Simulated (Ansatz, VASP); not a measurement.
# Two plane-wave programs on SnO

```
CELL_PARAMETERS angstrom
3.10341 0.00000 0.00000
0.00000 3.10341 0.00000
0.00000 0.00000 3.10341
ATOMIC_POSITIONS crystal
Sn 0.00000 0.00000 0.00000
O 0.50000 0.50000 0.50000
```

Alike in both runs: task single point; functional LDA; k mesh 8 × 8 × 8; occupations fermi-dirac, width 0.02 eV; no spin polarisation.

|  | VASP | Ansatz |
| --- | --- | --- |
| version | VASP 6.6.1 | Ansatz 0.2.0 |
| potentials or method | VASP PAW LDA potentials, release 64 (Sn_d, O) | plane waves, PAW |
| plane-wave cutoff (eV) | 520 | 420 |
| valence electrons in the cell | 20 | 20 |

|  | VASP | Ansatz | Ansatz less VASP |
| --- | --- | --- | --- |
| pressure (GPa) | -5.5 | -5.6 | -0.15 |

LDA's correlation is that of Perdew and Zunger in VASP and of Perdew and Wang (1992) in Ansatz.
